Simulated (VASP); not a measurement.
Set up this calculation in VASP 6.6.1, as the native input.

```
Task                   : single point
Functional             : r2SCAN
Potentials or basis    : VASP PAW PBE potentials, release 64 (Sn_d, Se)
Cutoff                 : 520 eV
k mesh                 : 12 × 12 × 4
Occupations            : gaussian, width 0.01 eV
Spin                   : no spin polarisation
Dipole correction      : no
Further INCAR settings : ALGO = Normal; EDIFF = 1e-07; NBANDS = 20
```

Crystal: SnSe2.

```
CELL_PARAMETERS angstrom
3.82515 0.00000 0.00000
-1.91257 3.31268 0.00000
0.00000 0.00000 6.47616
ATOMIC_POSITIONS crystal
Sn 0.00000 0.00000 0.00000
Se 0.33333 0.66667 0.24407
Se 0.66667 0.33333 0.75593
```

This cell differs from its parent crystal: uniaxial z strain +4.0%.

One way to write it, as run:

POSCAR

```
SnSe2
1.0
    3.8251493298      0.0000000000      0.0000000000
   -1.9125746649      3.3126764929      0.0000000000
    0.0000000000      0.0000000000      6.4761622269
Sn Se
1 2
Direct
    0.0000000000      0.0000000000      0.0000000000
    0.3333333333      0.6666666667      0.2440745064
    0.6666666667      0.3333333333      0.7559254936
```

INCAR.step1

```
  PREC = Accurate
  ENCUT = 520
  ISMEAR = 0
  SIGMA = 0.01
  LREAL = False
  LASPH = True
  NELM = 60
  NBANDS = 20
  GGA = PE
  ALGO = Normal
  EDIFF = 1E-4
  LWAVE = True
  LCHARG = False
```

INCAR.step2

```
  PREC = Accurate
  ENCUT = 520
  EDIFF = 1E-7
  ISMEAR = 0
  SIGMA = 0.01
  LREAL = False
  LASPH = True
  NELM = 60
  ALGO = Normal
  ISIF = 2
  LWAVE = False
  LCHARG = False
  METAGGA = R2SCAN
  LMIXTAU = True
  NBANDS = 20
  ISTART = 1
```

KPOINTS

```
Automatic mesh
0
Gamma
  12 12 4
```

Potentials or basis: VASP PAW PBE potentials, release 64 (Sn_d, Se).

Run with:

```console
$ cat potpaw_PBE.64/Sn_d/POTCAR potpaw_PBE.64/Se/POTCAR > POTCAR
$ cp INCAR.step1 INCAR
$ mpirun -np 1 vasp_std > vasp.out
$ cp INCAR.step2 INCAR
$ mpirun -np 1 vasp_std > vasp.out
```

Results of the run:

| Item | Value |
| --- | --- |
| Pressure | 0.4 GPa |
| Largest force | 0.015 eV/Å |
| Band gap on the k mesh | 1.02 eV, indirect (least direct gap 1.47 eV) |

Caveat: the cell differs from its parent crystal (uniaxial z strain +4.0%); the PAW data sets were made with another functional, which shifts forces and pressure a little; spin-orbit coupling is left out, which moves the levels of the heavy elements.

Run time: 4.6 min on 1 thread of Intel(R) Xeon(R) Platinum 8488C (Sapphire Rapids), with other jobs on the host, peak memory 0.26 GiB.
